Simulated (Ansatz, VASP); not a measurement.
C in VASP and in Ansatz

File POSCAR:

```
C
1.0
    2.4553965697      0.0000000000      0.0000000000
   -1.2276982848      2.1264358058      0.0000000000
    0.0000000000      0.0000000000      6.6646632278
C
4
Direct
    0.0000000000      0.0000000000      0.7500000000
    0.0000000000      0.0000000000      0.2500000000
    0.3333333333      0.6666666667      0.7500000000
    0.6666666667      0.3333333333      0.2500000000
```

INCAR.step1

```
PREC = Accurate
ENCUT = 660
ISMEAR = -1
SIGMA = 0.02
LREAL = False
LASPH = True
NELM = 120
NBANDS = 16
GGA = PE
ALGO = Normal
EDIFF = 1E-5
LWAVE = True
LCHARG = False
GGA_COMPAT = False
```

The input INCAR.step2:

```
PREC = Accurate
ENCUT = 660
EDIFF = 1E-6
ISMEAR = -1
SIGMA = 0.02
LREAL = False
LASPH = True
NELM = 120
ALGO = Normal
ISIF = 2
LWAVE = False
LCHARG = False
METAGGA = R2SCAN
LMIXTAU = True
NBANDS = 16
ISTART = 1
GGA_COMPAT = False
```

File KPOINTS:

```
regular mesh
0
Gamma
  12 12 4
```

Input for Ansatz:

```yaml
crystal:
  lattice:
    - [2.4553965697, 0.0, 0.0]
    - [-1.2276982848, 2.1264358058, 0.0]
    - [0.0, 0.0, 6.6646632278]
  atoms:
    - { symbol: C, position: [0.0, 0.0, 0.75] }
    - { symbol: C, position: [0.0, 0.0, 0.25] }
    - { symbol: C, position: [0.3333333333, 0.6666666667, 0.75] }
    - { symbol: C, position: [0.6666666667, 0.3333333333, 0.25] }
kpoints:
  mp_grid: { grid: [12, 12, 4] }
  band_path:
    path:
      - [0.0, 0.0, 0.0]
      - [0.5, 0.0, 0.0]
      - [0.3333333333, 0.3333333333, 0.0]
      - [0.0, 0.0, 0.5]
      - [0.5, 0.0, 0.5]
      - [0.3333333333, 0.3333333333, 0.5]
      - [0.3333333333, 0.3333333333, 0.45]
    npoints: 1
hamiltonian:
  xc: r2scan
scf:
  occupations: { method: fermi_dirac, width: 0.02 }
  n_extra_bands: 5
output:
  forces: true
  stress: true
  eigenvalues: true
```

Alike in both runs: task single point; functional r2SCAN; k mesh 12 × 12 × 4; occupations fermi-dirac, width 0.02 eV; no spin polarisation.

|  | VASP | Ansatz |
| --- | --- | --- |
| version | VASP 6.6.1 | Ansatz 0.2.0 |
| potentials or method | VASP PAW PBE potentials, release 64 (C) | plane waves, PAW |
| plane-wave cutoff (eV) | 660 | 500 |
| valence electrons in the cell | 16 | 16 |

|  | VASP | Ansatz | Ansatz less VASP |
| --- | --- | --- | --- |
| pressure (GPa) | 0.7 | 0.7 | -0.03 |
| traceless stress, the component that is largest in VASP (GPa) | 0.53 | 1.09 | +0.562 |

VASP's potentials were made for PBE, not for r2SCAN.
